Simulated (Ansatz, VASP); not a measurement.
# One calculation of ZnSe, two programs

```
Se Zn
1.0
     0.00000    2.54709    2.54709
     2.54709    0.00000    2.54709
     2.54709    2.54709    0.00000
Se Zn
1 1
Direct
  0.00000 0.00000 0.00000
  0.50000 0.50000 0.50000
```

Alike in both runs: task single point; functional r2SCAN; k mesh 12 × 12 × 12; occupations gaussian, width 0.05 eV; no spin polarisation.

|  | VASP | Ansatz |
| --- | --- | --- |
| version | VASP 6.6.1 | Ansatz 0.2.0 |
| potentials or method | VASP PAW PBE potentials, release 64 (Se, Zn), cutoff 520 eV | scalar-relativistic, plane waves, PAW |
| valence electrons in the cell | 18 | 28 |

Ansatz gave:

| Property | Result |
| --- | --- |
| gap on the k mesh at the Fermi level (eV) | none |
| pressure (GPa) | 13.8 |

Question: Which values does VASP return?

Answer: gap on the k mesh at the Fermi level (eV): none; pressure (GPa): 14.2.

VASP's potentials were made for PBE, not for r2SCAN. A gap of «none» marks a metal or a gap that the smearing closes. With one functional, cell and mesh, what is left measures potentials, basis and numerics. VASP's potentials hold 18 valence electrons a cell and Ansatz's 28, so a difference there can come from the potentials and not from the codes.
